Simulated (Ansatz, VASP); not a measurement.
**One calculation of ZnS, two programs**

```xyz
4
Lattice="3.7961 0.0000 0.0000 -1.8981 3.2875 0.0000 0.0000 0.0000 6.2361" Properties=species:S:1:pos:R:3 pbc="T T T"
Zn    0.0000    2.1917    0.0348
Zn    1.8981    1.0958    3.1529
S     0.0000    2.1917    2.3661
S     1.8981    1.0958    5.4842
```

Alike in both runs: functional PBE; dispersion D4; k mesh 6 × 6 × 4; occupations methfessel-paxton of order 1, width 0.05 eV; no spin polarisation.

Ansatz relaxed the structure, and its values are those at the end. VASP's run is a single point on that final structure, the one shown.

|  | VASP | Ansatz |
| --- | --- | --- |
| version | VASP 6.6.1 | Ansatz 0.2.0 |
| potentials or method | VASP PAW PBE potentials, release 64 (Zn, S), cutoff 520 eV | plane waves, PAW |
| valence electrons in the cell | 36 | 36 |

```tsv
	VASP	Ansatz	Ansatz less VASP
pressure (GPa)	0.2	0.0	-0.17
```
